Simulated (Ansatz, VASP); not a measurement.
**Two plane-wave programs on Mg3BeS**

```
CELL_PARAMETERS angstrom
3.68896 0.00000 0.00000
0.00000 3.68896 0.00000
0.00000 0.00000 6.35579
ATOMIC_POSITIONS crystal
Mg 0.50000 0.00000 0.79400
Mg 0.00000 0.50000 0.79400
Mg 0.50000 0.50000 0.80941
Be 0.50000 0.50000 0.34892
S 0.50000 0.50000 0.06591
```

Alike in both runs: task single point; functional PBE; k mesh 6 × 6 × 4; occupations gaussian, width 0.1 eV; no spin polarisation.

|  | VASP | Ansatz |
| --- | --- | --- |
| version | VASP 6.6.1 | Ansatz 0.2.0 |
| potentials or method | VASP PAW PBE potentials, release 64 (Mg, Be, S), cutoff 520 eV | scalar-relativistic, plane waves, PAW |
| valence electrons in the cell | 14 | 38 |

|  | VASP | Ansatz | Ansatz less VASP |
| --- | --- | --- | --- |
| gap on the k mesh at the Fermi level (eV) | none | none | - |
| rms of the force components (eV/Å) | 9.009 | 8.521 | -0.4880 |

Atom by atom the forces differ by 0.492 eV/Å (rms over components). A gap of «none» marks a metal or a gap that the smearing closes. VASP's potentials hold 14 valence electrons a cell and Ansatz's 38, so a difference there can come from the potentials and not from the codes.
